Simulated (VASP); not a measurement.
# Ir (Im-3m) in VASP: further runs

Runs on Ir. Level: PBE. Tasks: single point, relaxation of cell and atoms.

Program: VASP 6.6.1. These are calculated values, not measurements. Logs are shortened: lines on timing, memory, paths and dates and some standing lists are left out, and cuts for length are marked.

## (1) The cell of the first run

Symmetry: Im-3m, No. 229, cubic system. The conventional cell has a = 3.231 Å, b = 3.231 Å, c = 3.231 Å, α = 90.00°, β = 90.00°, γ = 90.00°. Within 3.7 Å of Ir (site symmetry m-3m) lie 14 Ir at 2.80 to 3.23 Å.

## (2) Single point, PBE (volume scaled by 1.12)

The input, INCAR:

```
  ALGO = Normal
  EDIFF = 1E-6
  ENCUT = 500
  GGA = PE
  GGA_COMPAT = F
  ISIF = 2
  ISMEAR = -1
  LASPH = T
  LCHARG = F
  LREAL = F
  LWAVE = F
  NBANDS = 10
  NELM = 120
  PREC = Accurate
  SIGMA = 0.1
```

The input, KPOINTS:

```
k-points
0
Gamma
  16 16 16
```

The input, POSCAR:

```
Ir
1.0
   -1.6156637605      1.6156637605      1.6156637605
    1.6156637605     -1.6156637605      1.6156637605
    1.6156637605      1.6156637605     -1.6156637605
Ir
1
Direct
    0.0000000000      0.0000000000      0.0000000000
```

Potentials or basis: VASP PAW PBE potentials, release 64 (Ir).

The run is started by

```console
> cat potpaw_PBE.64/Ir/POTCAR > POTCAR
> mpirun -np 1 vasp_std > vasp.out
```

OUTCAR:

```text
EDIFF = 1E-6
   ENCUT = 500
   GGA = PE
   ISIF = 2
   ISMEAR = -1
   LASPH = T
   LREAL = F
   NELM = 120
   PREC = Accurate

 ion  position               nearest neighbor table
   1  0.000  0.000  0.000-

  LATTYP: Found a body centered cubic cell.
 ALAT       =     3.2313275210

  Lattice vectors:

 A1 = (  -1.6156637605,   1.6156637605,   1.6156637605)
 A2 = (   1.6156637605,  -1.6156637605,   1.6156637605)
 A3 = (   1.6156637605,   1.6156637605,  -1.6156637605)

Analysis of symmetry for initial positions (statically):
=====================================================================
 Subroutine PRICEL returns:
 Original cell was already a primitive cell.

 Routine SETGRP: Setting up the symmetry group for a
 body centered cubic supercell.

 Subroutine GETGRP returns: Found 48 space group operations
 (whereof 48 operations were pure point group operations)
 out of a pool of 48 trial point group operations.

The static configuration has the point symmetry O_h .

Analysis of symmetry for dynamics (positions and initial velocities):
=====================================================================
 Subroutine PRICEL returns:
 Original cell was already a primitive cell.

 Routine SETGRP: Setting up the symmetry group for a
 body centered cubic supercell.

 Subroutine GETGRP returns: Found 48 space group operations
 (whereof 48 operations were pure point group operations)
 out of a pool of 48 trial point group operations.

The dynamic configuration has the point symmetry O_h .

 Subroutine INISYM returns: Found 48 space group operations
 (whereof 48 operations are pure point group operations),
 and found     1 'primitive' translations

----------------------------------------------------------------------------------------

                                     Primitive cell

  volume of cell :      16.8699

  direct lattice vectors                    reciprocal lattice vectors
    -1.615663760  1.615663760  1.615663760     0.000000000  0.309470332  0.309470332
     1.615663760 -1.615663760  1.615663760     0.309470332  0.000000000  0.309470332
     1.615663760  1.615663760 -1.615663760     0.309470332  0.309470332  0.000000000

  length of vectors
     2.798411721  2.798411721  2.798411721     0.437657140  0.437657140  0.437657140

  position of ions in fractional coordinates (direct lattice)
     0.000000000  0.000000000  0.000000000

  ion indices of the primitive-cell ions
   primitive index   ion index
                 1           1

----------------------------------------------------------------------------------------

 KPOINTS: k-points

Automatic generation of k-mesh.
 Grid dimensions read from file:
 generate k-points for:   16   16   16

 Generating k-lattice:

  Cartesian coordinates                     Fractional coordinates (reciprocal lattice)
     0.000000000  0.019341896  0.019341896     0.062500000  0.000000000  0.000000000
     0.019341896  0.000000000  0.019341896     0.000000000  0.062500000  0.000000000
     0.019341896  0.019341896  0.000000000     0.000000000  0.000000000  0.062500000

  Length of vectors
     0.027353571  0.027353571  0.027353571

  Shift w.r.t. Gamma in fractional coordinates (k-lattice)
     0.000000000  0.000000000  0.000000000

 Subroutine IBZKPT returns following result:
 ===========================================

 Found    145 irreducible k-points:

 Following reciprocal coordinates:
            Coordinates               Weight
  0.000000  0.000000  0.000000      1.000000
  0.062500  0.000000  0.000000     12.000000
  0.125000  0.000000  0.000000     12.000000
  0.187500  0.000000  0.000000     12.000000
  0.250000  0.000000  0.000000     12.000000
  0.312500  0.000000  0.000000     12.000000
[... 16 lines left out ...]
  0.187500  0.187500  0.000000     24.000000
  0.250000  0.187500 -0.000000     48.000000
 [... further k-points ...]
   k-points           NKPTS =    145   k-points in BZ     NKDIM =    145   number of bands    NBANDS=     10
   number of dos      NEDOS =    301   number of ions     NIONS =      1
   total plane-waves  NPLWV =   8000
   dimension x,y,z NGX =    20 NGY =   20 NGZ =   20
   dimension x,y,z NGXF=    40 NGYF=   40 NGZF=   40
   ions per type =               1
   NGX,Y,Z   is equivalent  to a cutoff of  11.88, 11.88, 11.88 a.u.
   NGXF,Y,Z  is equivalent  to a cutoff of  23.76, 23.76, 23.76 a.u.
 SYSTEM =  unknown system
   PREC   = accura    normal or accurate (medium, high low for compatibility)
   ISTART =      0    job   : 0-new  1-cont  2-samecut
   ICHARG =      2    charge: 1-file 2-atom 10-const
   ISPIN  =      1    spin polarized calculation?
   LNONCOLLINEAR =      F non collinear calculations
   LSORBIT =      F    spin-orbit coupling
   LASPH  =      T    aspherical Exc in radial PAW
   ENCUT  =  500.0 eV  36.75 Ry    6.06 a.u.   5.10  5.10  5.10*2*pi/ulx,y,z
   NELM   =    120;   NELMIN=  2; NELMDL= -5     # of ELM steps
   EDIFF  = 0.1E-05   stopping-criterion for ELM
   LREAL  =      F    real-space projection
   EDIFFG = 0.1E-04   stopping-criterion for IOM
   NSW    =      0    number of steps for IOM
   IBRION =     -1    ionic relax: 0-MD 1-quasi-New 2-CG
   NFREE  =      0    steps in history (QN), initial steepest desc. (CG)
   ISIF   =      2    stress and relaxation
   ISYM   =      2    0-nonsym 1-usesym 2-fastsym
   POTIM  = 0.5000    time-step for ionic-motion
   TEBEG  =    0.0;   TEEND  =   0.0 temperature during run
   PSTRESS=    0.0 pullay stress
   NELECT =       9.0000    total number of electrons
   NUPDOWN=      -1.0000    fix difference up-down
   EMIN   =  10.00;   EMAX   =-10.00  energy-range for DOS
   EFERMI =   0.00;   METHOD = LEGACY
   ISMEAR =    -1;   SIGMA  =   0.10  broadening in eV -4-tet -1-fermi 0-gaus
   EFERMI_NEDOS =   21; number of points for ismear=-14 and -15
   IALGO  =     38    algorithm
   IMIX   =      4    mixing-type and parameters
     AMIX     =   0.40;   BMIX     =  1.00
     AMIX_MAG =   1.60;   BMIX_MAG =  1.00
  volume/ion in A,a.u.               =      16.87       113.84
  Fermi-wavevector in a.u.,A,eV,Ry     =   1.327755  2.509094 23.986172  1.762934
  Thomas-Fermi vector in A             =   2.457044
   LORBIT       =      0    0 simple, 1 ext, 2 COOP (PROOUT), +10 PAW based schemes
   GGA     = PE    functional components
   LHFCALC =     F    Hartree Fock is set to
   AEXX    =    0.0000 exact exchange contribution
   IVDW    =     0    specifies the selected vdW correction
   LEPSILON=     F    determine dielectric tensor
   LRPA    =     F    only Hartree local field effects (RPA)
 non-spin polarized calculation
  energy-cutoff  :      500.00
  volume of cell :       16.87
 maximum number of plane-waves:       448
   NGX = 11   NGY = 11   NGZ = 11

 number of electron       9.0000001 magnetization

 Free energy of the ion-electron system (eV)
  ---------------------------------------------------
  ext. energy  EPLUGINS =         0.00000000
  ---------------------------------------------------
  free energy    TOTEN  =        -8.09673217 eV

  energy without entropy =       -8.00875146  energy(sigma->0) =       -8.05274181

 E-fermi :   7.4166     XC(G=0): -12.9413

 val. band max:        7.4114256293   @ k =   0.3125   0.2500   0.1250
 cond. band min:       7.4192591551   @ k =   0.3125   0.1875   0.1250
 fundamental gap:      0.0078335258
 Fermi energy:         7.4165991295

 k-point     1 :       0.0000    0.0000    0.0000
  band No.  band energies     occupation
      1      -1.7076      2.00000
      2       4.5686      2.00000
      3       4.5686      2.00000
      4       4.5686      2.00000
      5       7.0268      1.96023
      6       7.0268      1.96023
      7      24.2431      0.00000
      8      24.2431      0.00000
      9      24.2431      0.00000
     10      33.4014      0.00000

 k-point     2 :       0.0625    0.0000    0.0000
  band No.  band energies     occupation
      1      -1.5538      2.00000
      2       4.5046      2.00000
      3       4.5665      2.00000
      4       4.6960      2.00000
      5       6.9431      1.98259
      6       7.0314      1.95840
      7      24.3147      0.00000
      8      24.3671      0.00000
      9      24.4711      0.00000
     10      31.5736      0.00000

 k-point     3 :       0.1250    0.0000    0.0000
  band No.  band energies     occupation
      1      -1.1081      2.00000
      2       4.3272      2.00000
      3       4.5458      2.00000
      4       5.0708      2.00000
      5       6.7565      1.99728
      6       7.0478      1.95117
      7      24.3842      0.00000
      8      24.4606      0.00000
      9      25.1322      0.00000
     10      29.9796      0.00000

 k-point     4 :       0.1875    0.0000    0.0000
  band No.  band energies     occupation
      1      -0.4271      2.00000
      2       4.0735      2.00000
      3       4.4943      2.00000
      4       5.6707      2.00000
      5       6.6107      1.99937
      6       7.0820      1.93194
      7      23.6366      0.00000
      8      24.0320      0.00000
      9      26.1616      0.00000
     10      29.1729      0.00000
[... 222 lines left out ...]
 k-point    22 :       0.4375    0.1250    0.0000
  band No.  band energies     occupation
      1       1.7260      2.00000
      2       3.2322      2.00000
      3       5.9773      2.00000
      4       6.7955      1.99599
      5       7.8485      0.02627
      6      10.6981      0.00000
      7      13.6580      0.00000
      8      20.1019      0.00000
      9      22.0843      0.00000
     10      30.6589      0.00000

 k-point    23 :       0.1875    0.1875    0.0000
  band No.  band energies     occupation
      1       1.4653      2.00000
      2       3.7734      2.00000
      3       3.9246      2.00000
      4       6.4438      1.99988
      5       7.3456      1.34095
      6       8.0939      0.00229
      7      19.6420      0.00000
      8      21.7094      0.00000
      9      24.2996      0.00000
     10      27.1723      0.00000

 k-point    24 :       0.2500    0.1875   -0.0000
  band No.  band energies     occupation
      1       1.9704      2.00000
      2       3.5649      2.00000
      3       4.2009      2.00000
      4       6.5787      1.99954
      5       7.4056      1.05514
      6       9.2727      0.00000
      7      17.5125      0.00000
      8      20.5333      0.00000
      9      23.4312      0.00000
     10      27.9218      0.00000

 [... further k-points ...]

------------------------ aborting loop because EDIFF is reached ----------------------------------------

  FORCE on cell =-STRESS in cart. coord.  units (eV):
  Direction    XX          YY          ZZ          XY          YZ          ZX
  --------------------------------------------------------------------------------------
  -------------------------------------------------------------------------------------
  Total       -2.6977491     -2.6977491     -2.6977491     -0.0000000      0.0000000      0.0000000
  in kB     -256.2118412   -256.2118412   -256.2118412     -0.0000000      0.0000000      0.0000000
  external PRESSURE =    -256.2118412 kB  Pullay stress =       0.0000000 kB

 VOLUME and BASIS-vectors are now :
 -----------------------------------------------------------------------------
  energy-cutoff  :      500.00
  volume of cell :       16.87
      direct lattice vectors                 reciprocal lattice vectors
    -1.615663760  1.615663760  1.615663760     0.000000000  0.309470332  0.309470332
     1.615663760 -1.615663760  1.615663760     0.309470332  0.000000000  0.309470332
     1.615663760  1.615663760 -1.615663760     0.309470332  0.309470332  0.000000000

 POSITION                                       TOTAL-FORCE (eV/Angst)
 -----------------------------------------------------------------------------------
      0.00000      0.00000      0.00000         0.000000      0.000000      0.000000
 -----------------------------------------------------------------------------------
    total drift:                                0.000000     -0.000000      0.000000

  FREE ENERGIE OF THE ION-ELECTRON SYSTEM (eV)
  ---------------------------------------------------
  free  energy   TOTEN  =        -8.0967321655 eV

  energy  without entropy=       -8.0087514552  energy(sigma->0) =       -8.05274181
```

It took 31 s on 1 thread of Intel Xeon 8259CL, shared host; peak memory 0.14 GiB.

Results:

```
Free energy : -8.0967 eV
Pressure    : -25.6 GPa
```

Levels at points of the mesh, in eV from the Fermi level:
| k point | band 1 | band 2 | band 3 | band 4 | band 5 | band 6 | band 7 | band 8 | band 9 |
| --- | --- | --- | --- | --- | --- | --- | --- | --- | --- |
| (0.00, 0.00, 0.00) | -9.12 | -2.85 | -2.85 | -2.85 | -0.39 | -0.39 | 16.83 | 16.83 | 16.83 |
| (0.50, 0.00, 0.00) | -6.08 | -4.30 | -0.57 | -0.04 | 0.26 | 1.74 | 6.48 | 12.93 | 15.44 |
| (0.50, 0.50, 0.50) | -5.54 | -5.54 | 1.21 | 1.21 | 1.21 | 7.43 | 7.43 | 7.43 | 12.40 |

Caveat: the cell differs from its parent crystal (volume scaled by 1.12); spin-orbit coupling is left out, which moves the levels of the heavy elements.

## (3) Relaxation of cell and atoms, PBE

This run uses another cell than the first one, of 14.15 Å³/atom, 0.839 times its volume.

The input, INCAR:

```
PREC     = Accurate       # precision mode
ENCUT    = 500            # plane-wave cutoff, eV
EDIFF    = 1E-7           # SCF threshold, eV
ISMEAR   = -1             # smearing method
SIGMA    = 0.1            # smearing width, eV
LREAL    = F              # projectors in reciprocal space
LASPH    = T              # aspherical terms in the spheres
NELM     = 120            # most SCF steps
ALGO     = Normal         # electronic algorithm
ISIF     = 3              # what is computed and relaxed
LWAVE    = F              # write WAVECAR
LCHARG   = F              # write CHGCAR
GGA      = PE             # functional
IBRION   = 2              # ionic algorithm
NSW      = 80             # ionic steps
EDIFFG   = -0.01          # ionic threshold
GGA_COMPAT= F            
NELMIN   = 4
```

The input, KPOINTS:

```
Automatic mesh
0
Gamma
  14 14 14
```

The input, POSCAR:

```
Ir
1.0
   -1.5236668997      1.5236668997      1.5236668997
    1.5236668997     -1.5236668997      1.5236668997
    1.5236668997      1.5236668997     -1.5236668997
Ir
1
Direct
    0.0000000000      0.0000000000      0.0000000000
```

Potentials or basis: VASP PAW PBE potentials, release 64 (Ir).

The run is started by

```console
> cat potpaw_PBE.64/Ir/POTCAR > POTCAR
> mpirun -np 1 vasp_std > vasp.out
```

Run time: 2.4 min. Hardware: 1 thread of Intel Xeon 8259CL, shared host; peak memory 0.14 GiB.

The run converged. Its results:

| Item | Value |
| --- | --- |
| Free energy | -8.2577 eV |
| Relaxed volume | 15.08 Å³/atom |
| Relaxed cell | a = 2.696 Å, b = 2.696 Å, c = 2.696 Å, α = 109.47°, β = 109.47°, γ = 109.47° |
| Space group after relaxing (to 0.05 Å) | Im-3m (No. 229) |
| Energy gained by relaxing | 62.9 meV/atom |
| Ionic steps | 16 |
| Pressure after relaxing | 0.1 GPa |

The path:
| step | energy change (eV) | largest force (eV/Å) | pressure (GPa) | volume (Å³) |
| --- | --- | --- | --- | --- |
| 1 | 0.0000 | 0.0000 | 23.10 | 14.15 |
| 2 | 0.4806 | 0.0000 | -37.64 | 18.75 |
| 3 | -0.0623 | 0.0000 | -1.93 | 15.18 |
| 4 | -0.0629 | 0.0000 | -0.21 | 15.09 |
| 5 | -0.0629 | 0.0000 | 0.18 | 15.07 |
| 6 | -0.0629 | 0.0000 | 0.18 | 15.07 |
| 7 | -0.0629 | 0.0000 | 0.17 | 15.07 |
| 8 | -0.0629 | 0.0000 | 0.16 | 15.07 |
| 9 | -0.0629 | 0.0000 | 0.16 | 15.07 |
| 10 | -0.0629 | 0.0000 | 0.16 | 15.07 |
| 11 | -0.0629 | 0.0000 | 0.16 | 15.07 |
| 12 | -0.0629 | 0.0000 | 0.16 | 15.07 |
| 13 | -0.0629 | 0.0000 | 0.16 | 15.07 |
| 14 | -0.0629 | 0.0000 | 0.15 | 15.08 |
| 15 | -0.0629 | 0.0000 | 0.13 | 15.08 |
| 16 | -0.0629 | 0.0000 | 0.10 | 15.08 |

Final structure:
```
CELL_PARAMETERS angstrom
-1.55628 1.55628 1.55628
1.55628 -1.55628 1.55628
1.55628 1.55628 -1.55628
ATOMIC_POSITIONS crystal
Ir 0.00000 0.00000 0.00000
```

Levels at points of the mesh, in eV from the Fermi level:
```
           k point  band 1  band 2  band 3  band 4  band 5  band 6  band 7  band 8
(0.00, 0.00, 0.00)  -10.22   -3.39   -3.39   -3.39   -0.50   -0.50   16.93   16.93
(0.50, 0.00, 0.00)   -7.11   -5.12   -0.68   -0.04    0.00    2.12    7.59   13.05
(0.50, 0.50, 0.50)   -6.64   -6.64    1.45    1.45    1.45    7.80    7.80    7.80
```

Caveat: spin-orbit coupling is left out, which moves the levels of the heavy elements.
